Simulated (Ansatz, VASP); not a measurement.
# One calculation of CoSi8Ni3, two programs

The input INCAR:

```
SYSTEM = CoSi8Ni3
PREC = Accurate ; ENCUT = 520
EDIFF = 1E-6 ; ISMEAR = 0
SIGMA = 0.1 ; LREAL = .FALSE.
LASPH = .TRUE. ; NELM = 80
ALGO = Normal ; ISIF = 2
LWAVE = .FALSE. ; LCHARG = .FALSE.
GGA = PE ; NBANDS = 48
```

KPOINTS

```
regular mesh
0
G
  4 4 4
  0 0 0
```

Contents of POSCAR:

```
CoSi8Ni3
1.0
    5.4096442000      0.0000000000      0.0000000000
    0.0000000000      5.4096442000      0.0000000000
    0.0000000000      0.0000000000      5.4096442000
Co Si Ni
1 8 3
Direct
    0.5000000000      0.5000000000      0.5000000000
    0.7480230000      0.2519770000      0.2519770000
    0.2519770000      0.2519770000      0.7480230000
    0.7480230000      0.7480230000      0.7480230000
    0.2519770000      0.7480230000      0.2519770000
    0.2519770000      0.7480230000      0.7480230000
    0.7480230000      0.7480230000      0.2519770000
    0.2519770000      0.2519770000      0.2519770000
    0.7480230000      0.2519770000      0.7480230000
    0.5000000000      0.0000000000      0.0000000000
    0.0000000000      0.0000000000      0.5000000000
    0.0000000000      0.5000000000      0.0000000000
```

Input for Ansatz:

```yaml
crystal:
  lattice:
    - [5.4096442, 0.0, 0.0]
    - [0.0, 5.4096442, 0.0]
    - [0.0, 0.0, 5.4096442]
  atoms:
    - { symbol: Co, position: [0.5, 0.5, 0.5] }
    - { symbol: Si, position: [0.748023, 0.251977, 0.251977] }
    - { symbol: Si, position: [0.251977, 0.251977, 0.748023] }
    - { symbol: Si, position: [0.748023, 0.748023, 0.748023] }
    - { symbol: Si, position: [0.251977, 0.748023, 0.251977] }
    - { symbol: Si, position: [0.251977, 0.748023, 0.748023] }
    - { symbol: Si, position: [0.748023, 0.748023, 0.251977] }
    - { symbol: Si, position: [0.251977, 0.251977, 0.251977] }
    - { symbol: Si, position: [0.748023, 0.251977, 0.748023] }
    - { symbol: Ni, position: [0.5, 0.0, 0.0] }
    - { symbol: Ni, position: [0.0, 0.0, 0.5] }
    - { symbol: Ni, position: [0.0, 0.5, 0.0] }
basis:
  ecutwfc: 420
kpoints:
  mp_grid: { grid: [4, 4, 4] }
hamiltonian:
  xc: pbe
scf:
  occupations: { method: gaussian, width: 0.1 }
  lower_state_search: "off"
output:
  forces: true
  stress: true
  eigenvalues: true
```

Alike in both runs: task single point; functional PBE; k mesh 4 × 4 × 4; occupations gaussian, width 0.1 eV; no spin polarisation.

|  | VASP | Ansatz |
| --- | --- | --- |
| version | VASP 6.6.1 | Ansatz 0.2.0 |
| potentials or method | VASP PAW PBE potentials, release 64 (Co, Si, Ni), cutoff 520 eV | scalar-relativistic, plane waves, PAW |
| valence electrons in the cell | 71 | 103 |

```tsv
	VASP	Ansatz	Ansatz less VASP
gap on the k mesh at the Fermi level (eV)	none	none	-
pressure (GPa)	0.3	0.5	+0.16
rms of the force components (eV/Å)	0.004	0.004	+0.0005
```

Atom by atom the forces differ by 0.000 eV/Å (rms over components). A gap of «none» marks a metal or a gap that the smearing closes. The functional is the same, so the differences come from potentials, cutoffs and numerics. VASP's potentials hold 71 valence electrons a cell and Ansatz's 103, so a difference there can come from the potentials and not from the codes.
